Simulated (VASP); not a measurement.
Here is a VASP 6.6.1 calculation.

INCAR

```
SYSTEM = HfN
PREC = Accurate ; ENCUT = 520
EDIFF = 1E-6 ; ISMEAR = 1
SIGMA = 0.1 ; LREAL = .FALSE.
LASPH = .TRUE. ; NELM = 100
ALGO = Normal ; ISIF = 2
LWAVE = .FALSE. ; LCHARG = .FALSE.
GGA = PS ; NBANDS = 23
```

KPOINTS

```
Automatic mesh
0
G
  8 8 4
  0 0 0
```

File POSCAR:

```
HfN
1.0
    3.1264182329      0.0000000000      0.0000000000
   -1.5632091164      2.7075576125      0.0000000000
    0.0000000000      0.0000000000      5.4001173445
Hf N
2 2
Direct
    0.6666666667      0.3333333333      0.7500000000
    0.3333333333      0.6666666667      0.2500000000
    0.0000000000      0.0000000000      0.0000000000
    0.0000000000      0.0000000000      0.5000000000
```

Potentials or basis: VASP PAW PBE potentials, release 64 (Hf_pv, N).

Command:

```bash
$ cat potpaw_PBE.64/Hf_pv/POTCAR potpaw_PBE.64/N/POTCAR > POTCAR
$ mpirun -np 1 vasp_std > vasp.out
```

**Question.** Estimate the pressure.

**Answer.** -2.0 GPa.

**Question.** Predict the band gap on the k mesh.

**Answer.** Zero (band 15 reaches 9.71 eV, above the bottom of band 16 at 7.38 eV).

Stress tensor (GPa, compression positive):
```
-1.95  0.00  0.00
 0.00 -1.95  0.00
 0.00  0.00 -2.13
```

Caveat: the PAW data sets were made with another functional, which shifts forces and pressure a little; spin-orbit coupling is left out, which moves the levels of the heavy elements.
